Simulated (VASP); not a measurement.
A run of VASP 6.6.1 is set up as follows.

Contents of INCAR:

```
ALGO     = Normal         # electronic algorithm
EDIFF    = 1E-6           # SCF threshold, eV
ENCUT    = 520            # plane-wave cutoff, eV
GGA      = CA             # functional
ISIF     = 2              # what is computed and relaxed
ISMEAR   = -1             # smearing method
LASPH    = T              # aspherical terms in the spheres
LCHARG   = T              # write CHGCAR
LELF     = T              # ELF
LREAL    = F              # projectors in reciprocal space
LVHAR    = T            
LWAVE    = F              # write WAVECAR
NBANDS   = 12             # bands
NELM     = 60             # most SCF steps
PREC     = Accurate       # precision mode
SIGMA    = 0.05           # smearing width, eV
```

Contents of KPOINTS:

```
k-points
0
Gamma
  13 13 13
```

Contents of POSCAR:

```
La
1.0
    2.8199303984      0.0000000000      0.0000000000
    0.0000000000      2.8199303984      0.0000000000
    0.0000000000      0.0000000000      2.8199303984
La
1
Direct
    0.0000000000      0.0000000000      0.0000000000
```

Potentials or basis: VASP PAW LDA potentials, release 64 (La).

The run is started by

```sh
$ cat potpaw_LDA.64/La/POTCAR > POTCAR
$ mpirun -np 1 vasp_std > vasp.out
```

Task: Predict the pressure.

Result: 22.8 GPa.
